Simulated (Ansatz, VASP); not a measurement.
## MoS2: VASP beside Ansatz

```xyz
3
Lattice="1.5097 0.8716 6.8899 -1.5097 0.8716 6.8899 0.0000 -1.7433 6.8899" Properties=species:S:1:pos:R:3 pbc="T T T"
Mo    0.0000    0.0000    0.0004
S     0.0000    0.0000   15.5754
S     0.0000    0.0000   11.9832
```

Alike in both runs: task single point; functional PBE; dispersion D3(BJ); k mesh 12 × 12 × 12; occupations gaussian, width 0.05 eV; no spin polarisation.

|  | VASP | Ansatz |
| --- | --- | --- |
| version | VASP 6.6.1 | Ansatz 0.2.0 |
| potentials or method | VASP PAW PBE potentials, release 64 (Mo_sv, S), cutoff 520 eV | scalar-relativistic, plane waves, PAW |
| valence electrons in the cell | 26 | 26 |

VASP gave:

| Property | Result |
| --- | --- |
| gap on the k mesh at the Fermi level (eV) | 0.76 |
| least direct gap on the mesh (eV) | 1.29 |
| pressure (GPa) | -8.2 |
| traceless stress, the component that is largest in VASP (GPa) | -22.40 |
| rms of the force components (eV/Å) | 1.265 |

Problem. What did Ansatz give for the same quantities?

Solution. gap on the k mesh at the Fermi level (eV): 0.76; least direct gap on the mesh (eV): 1.29; pressure (GPa): -8.1; traceless stress, the component that is largest in VASP (GPa): -22.35; rms of the force components (eV/Å): 1.261.

Atom by atom the forces differ by 0.004 eV/Å (rms over components).
